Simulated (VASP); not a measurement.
# Li (Im-3m) in VASP: further runs

Li is run at these levels: LDA; tasks: single point, relaxation of cell and atoms.

Program: VASP 6.6.1. These are calculated values, not measurements. Logs are shortened: lines on timing, memory, paths and dates and some standing lists are left out, and cuts for length are marked.

## (1) The cell of the first run

It takes space group Im-3m (No. 229, cubic). The conventional cell has a = 3.365 Å, b = 3.365 Å, c = 3.365 Å, α = 90.00°, β = 90.00°, γ = 90.00°. Li (site symmetry m-3m) has 14 Li at 2.91 to 3.36 Å within 3.8 Å.

## (2) Single point, LDA

INCAR

```
  ALGO = Normal
  EDIFF = 1E-7
  ENCUT = 520
  GGA = CA
  ISIF = 2
  ISMEAR = 0
  LASPH = True
  LCHARG = True
  LELF = True
  LREAL = False
  LVHAR = True
  LWAVE = False
  NBANDS = 8
  NELM = 100
  PREC = Accurate
  SIGMA = 0.05
```

KPOINTS

```
k-points
0
Gamma
  16 16 16
```

POSCAR

```
Li
1.0
   -1.6823880717      1.6823880717      1.6823880717
    1.6823880717     -1.6823880717      1.6823880717
    1.6823880717      1.6823880717     -1.6823880717
Li
1
Direct
    0.0000000000      0.0000000000      0.0000000000
```

Potentials or basis: VASP PAW LDA potentials, release 64 (Li_sv).

Command:

```
$ cat potpaw_LDA.64/Li_sv/POTCAR > POTCAR
$ mpirun -np 1 vasp_std > vasp.out
```

OUTCAR:

```text
EDIFF = 1E-7
   ENCUT = 520
   GGA = CA
   ISIF = 2
   ISMEAR = 0
   LASPH = True
   LREAL = False
   NELM = 100
   PREC = Accurate

 ion  position               nearest neighbor table
   1  0.000  0.000  0.000-

  LATTYP: Found a body centered cubic cell.
 ALAT       =     3.3647761434

  Lattice vectors:

 A1 = (  -1.6823880717,   1.6823880717,   1.6823880717)
 A2 = (   1.6823880717,  -1.6823880717,   1.6823880717)
 A3 = (   1.6823880717,   1.6823880717,  -1.6823880717)

Analysis of symmetry for initial positions (statically):
=====================================================================
 Subroutine PRICEL returns:
 Original cell was already a primitive cell.

 Routine SETGRP: Setting up the symmetry group for a
 body centered cubic supercell.

 Subroutine GETGRP returns: Found 48 space group operations
 (whereof 48 operations were pure point group operations)
 out of a pool of 48 trial point group operations.

The static configuration has the point symmetry O_h .

Analysis of symmetry for dynamics (positions and initial velocities):
=====================================================================
 Subroutine PRICEL returns:
 Original cell was already a primitive cell.

 Routine SETGRP: Setting up the symmetry group for a
 body centered cubic supercell.

 Subroutine GETGRP returns: Found 48 space group operations
 (whereof 48 operations were pure point group operations)
 out of a pool of 48 trial point group operations.

The dynamic configuration has the point symmetry O_h .

 Subroutine INISYM returns: Found 48 space group operations
 (whereof 48 operations are pure point group operations),
 and found     1 'primitive' translations

----------------------------------------------------------------------------------------

                                     Primitive cell

  volume of cell :      19.0475

  direct lattice vectors                    reciprocal lattice vectors
    -1.682388072  1.682388072  1.682388072     0.000000000  0.297196591  0.297196591
     1.682388072 -1.682388072  1.682388072     0.297196591  0.000000000  0.297196591
     1.682388072  1.682388072 -1.682388072     0.297196591  0.297196591  0.000000000

  length of vectors
     2.913981618  2.913981618  2.913981618     0.420299450  0.420299450  0.420299450

  position of ions in fractional coordinates (direct lattice)
     0.000000000  0.000000000  0.000000000

  ion indices of the primitive-cell ions
[... 76 lines left out ...]
   EDIFFG = 0.1E-05   stopping-criterion for IOM
   NSW    =      0    number of steps for IOM
   IBRION =     -1    ionic relax: 0-MD 1-quasi-New 2-CG
   NFREE  =      0    steps in history (QN), initial steepest desc. (CG)
   ISIF   =      2    stress and relaxation
   ISYM   =      2    0-nonsym 1-usesym 2-fastsym
   POTIM  = 0.5000    time-step for ionic-motion
   TEBEG  =    0.0;   TEEND  =   0.0 temperature during run
   PSTRESS=    0.0 pullay stress
   NELECT =       3.0000    total number of electrons
   NUPDOWN=      -1.0000    fix difference up-down
   EMIN   =  10.00;   EMAX   =-10.00  energy-range for DOS
   EFERMI =   0.00;   METHOD = LEGACY
   ISMEAR =     0;   SIGMA  =   0.05  broadening in eV -4-tet -1-fermi 0-gaus
   EFERMI_NEDOS =   21; number of points for ismear=-14 and -15
   IALGO  =     38    algorithm
   IMIX   =      4    mixing-type and parameters
     AMIX     =   0.40;   BMIX     =  1.00
     AMIX_MAG =   1.60;   BMIX_MAG =  1.00
  volume/ion in A,a.u.               =      19.05       128.54
  Fermi-wavevector in a.u.,A,eV,Ry     =   0.884102  1.670711 10.634810  0.781636
  Thomas-Fermi vector in A             =   2.004957
   LORBIT       =      0    0 simple, 1 ext, 2 COOP (PROOUT), +10 PAW based schemes
   GGA     = CA    functional components
   LHFCALC =     F    Hartree Fock is set to
   AEXX    =    0.0000 exact exchange contribution
   IVDW    =     0    specifies the selected vdW correction
   LEPSILON=     F    determine dielectric tensor
   LRPA    =     F    only Hartree local field effects (RPA)
 non-spin polarized calculation
 Gauss-broadening in eV      SIGMA  =   0.05
  energy-cutoff  :      520.00
  volume of cell :       19.05
 maximum number of plane-waves:       533
 NGX is ok and might be reduce to    24
   NGX = 11   NGY = 11   NGZ = 11

 number of electron       3.0000006 magnetization

 Free energy of the ion-electron system (eV)
  ---------------------------------------------------
  ext. energy  EPLUGINS =         0.00000000
  ---------------------------------------------------
  free energy    TOTEN  =        -2.04454894 eV

  energy without entropy =       -2.04357770  energy(sigma->0) =       -2.04406332

 E-fermi :   0.7816     XC(G=0):  -7.3028

 val. band max:        0.7788812107   @ k =   0.3750   0.0625   0.0625
 cond. band min:       0.7943668509   @ k =   0.3125   0.1875   0.0000
 fundamental gap:      0.0154856403
 Fermi energy:         0.7816473443

 k-point     1 :       0.0000    0.0000    0.0000
  band No.  band energies     occupation
      1     -44.7488      2.00000
      2      -2.7901      2.00000
      3      15.7750      0.00000
      4      15.7750      0.00000
      5      15.7750      0.00000
      6      20.9322      0.00000
      7      20.9322      0.00000
      8      20.9322      0.00000
[... 243 lines left out ...]
 k-point    24 :       0.2500    0.1875   -0.0000
  band No.  band energies     occupation
      1     -44.7242      2.00000
      2      -0.0429      2.00000
      3       6.9863      0.00000
      4       9.3442      0.00000
      5      12.3025      0.00000
      6      18.5005      0.00000
      7      19.3221      0.00000
      8      22.9645      0.00000

 [... further k-points ...]

------------------------ aborting loop because EDIFF is reached ----------------------------------------

  FORCE on cell =-STRESS in cart. coord.  units (eV):
  Direction    XX          YY          ZZ          XY          YZ          ZX
  --------------------------------------------------------------------------------------
  -------------------------------------------------------------------------------------
  Total       -0.0156965     -0.0156965     -0.0156965      0.0000000      0.0000000     -0.0000000
  in kB       -1.3203066     -1.3203066     -1.3203066      0.0000000      0.0000000     -0.0000000
  external PRESSURE =      -1.3203066 kB  Pullay stress =       0.0000000 kB

 VOLUME and BASIS-vectors are now :
 -----------------------------------------------------------------------------
  energy-cutoff  :      520.00
  volume of cell :       19.05
      direct lattice vectors                 reciprocal lattice vectors
    -1.682388072  1.682388072  1.682388072     0.000000000  0.297196591  0.297196591
     1.682388072 -1.682388072  1.682388072     0.297196591  0.000000000  0.297196591
     1.682388072  1.682388072 -1.682388072     0.297196591  0.297196591  0.000000000

 POSITION                                       TOTAL-FORCE (eV/Angst)
 -----------------------------------------------------------------------------------
      0.00000      0.00000      0.00000         0.000000     -0.000000      0.000000
 -----------------------------------------------------------------------------------
    total drift:                               -0.000000     -0.000000      0.000000

  FREE ENERGIE OF THE ION-ELECTRON SYSTEM (eV)
  ---------------------------------------------------
  free  energy   TOTEN  =        -2.0445489422 eV

  energy  without entropy=       -2.0435777003  energy(sigma->0) =       -2.04406332
```

OSZICAR:

```text
N       E                     dE             d eps       ncg     rms          rms(c)
DAV:   1    -0.195400953804E+00   -0.19540E+00   -0.75189E+02  2352   0.265E+02
DAV:   2    -0.202592797228E+01   -0.18305E+01   -0.17486E+01  3464   0.339E+01
DAV:   3    -0.204541565274E+01   -0.19488E-01   -0.19437E-01  2568   0.304E+00
DAV:   4    -0.204573583658E+01   -0.32018E-03   -0.31890E-03  3472   0.286E-01
DAV:   5    -0.204573659716E+01   -0.76058E-06   -0.76048E-06  2704   0.135E-02    0.193E-01
DAV:   6    -0.204491762168E+01    0.81898E-03   -0.42529E-04  3672   0.813E-02    0.112E-01
DAV:   7    -0.204454709703E+01    0.37052E-03   -0.95922E-04  3664   0.123E-01    0.317E-02
DAV:   8    -0.204454862820E+01   -0.15312E-05   -0.14632E-05  2544   0.336E-02    0.131E-03
DAV:   9    -0.204454887204E+01   -0.24384E-06   -0.89190E-07  2976   0.764E-03    0.702E-04
DAV:  10    -0.204454894225E+01   -0.70208E-07   -0.10278E-07  1712   0.177E-03
   1 F= -.20445489E+01 E0= -.20440633E+01  d E =-.971242E-03
```

stdout:

```text
POSCAR found type information on POSCAR Li
 POSCAR found :  1 types and       1 ions
 scaLAPACK will be used
 LDA part: xc-table for (Slater(with rela. corr.)+CA(PZ))
 , standard interpolation
 POSCAR, INCAR and KPOINTS ok, starting setup
 FFT: planning ... GRIDC
 FFT: planning ... GRID_SOFT
 FFT: planning ... GRID
 WAVECAR not read
 entering main loop
```

It took 9.2 s on 1 thread of AMD EPYC 9R45 (Zen 5), shared host; peak memory 0.1 GiB.

What came out:

```
Free energy            : -2.0445 eV
Band gap on the k mesh : zero (an odd number of electrons rules out a gap without spin polarisation)
```

Caveat: the cutoff is under 1.25 times the usual one of these potentials, so pressure, stress and relaxed cells hold a basis-set (Pulay) error.

## (3) Relaxation of cell and atoms, LDA

This run uses another cell than the first one, of 21.61 Å³/atom.

INCAR

```
SYSTEM = Li
  PREC = Accurate
  ENCUT = 600
  EDIFF = 1E-7
  ISMEAR = 0
  SIGMA = 0.05
  LREAL = .FALSE.
  LASPH = .TRUE.
  NELM = 100
  ALGO = Normal
  ISIF = 3
  LWAVE = .FALSE.
  LCHARG = .FALSE.
  GGA = CA
  IBRION = 2
  NSW = 80
  EDIFFG = -0.02
```

KPOINTS

```
Automatic mesh
0
G
  16 16 16
  0 0 0
```

POSCAR

```
Li
1.0
   -1.7546500000      1.7546500000      1.7546500000
    1.7546500000     -1.7546500000      1.7546500000
    1.7546500000      1.7546500000     -1.7546500000
Li
1
Direct
    0.0000000000      0.0000000000      0.0000000000
```

Potentials or basis: VASP PAW LDA potentials, release 64 (Li_sv).

Command:

```
$ cat potpaw_LDA.64/Li_sv/POTCAR > POTCAR
$ mpirun -np 1 vasp_std > vasp.out
```

It took 19 s on 1 thread of AMD EPYC 9R45 (Zen 5), shared host; peak memory 0.1 GiB.

The run converged. Its results:

| Property | Result |
| --- | --- |
| Free energy | -2.0474 eV |
| Relaxed volume | 18.69 Å³/atom |
| Relaxed cell | a = 2.896 Å, b = 2.896 Å, c = 2.896 Å, α = 109.47°, β = 109.47°, γ = 109.47° |
| Space group after relaxing (to 0.1 Å) | Im-3m (No. 229) |
| Energy gained by relaxing | 16.7 meV/atom |
| Ionic steps | 4 |
| Pressure after relaxing | 0.1 GPa |
| Band gap on the k mesh | zero (an odd number of electrons rules out a gap without spin polarisation) |

The path:
| step | energy change (eV) | largest force (eV/Å) | pressure (GPa) | volume (Å³) |
| --- | --- | --- | --- | --- |
| 1 | 0.0000 | 0.0000 | -1.67 | 21.61 |
| 2 | -0.0066 | 0.0000 | -1.37 | 20.91 |
| 3 | -0.0159 | 0.0000 | -0.43 | 19.32 |
| 4 | -0.0167 | 0.0000 | 0.06 | 18.69 |

Final structure:
```
Li
1.0
    -1.67189    1.67189    1.67189
     1.67189   -1.67189    1.67189
     1.67189    1.67189   -1.67189
Li
1
Cartesian
  0.0000 0.0000 0.0000
```

Levels at points of the mesh, in eV from the Fermi level:
```tsv
k point	band 1	band 2	band 3	band 4	band 5
(0.00, 0.00, 0.00)	-45.49	-3.60	15.20	15.20	15.20
(0.50, 0.00, 0.00)	-45.46	0.21	3.58	10.78	12.37
(0.50, 0.50, 0.50)	-45.44	5.73	5.73	5.73	8.22
```

Caveat: the cutoff is under 1.25 times the usual one of these potentials, so pressure, stress and relaxed cells hold a basis-set (Pulay) error. LDA usually gives volumes a few per cent too small.
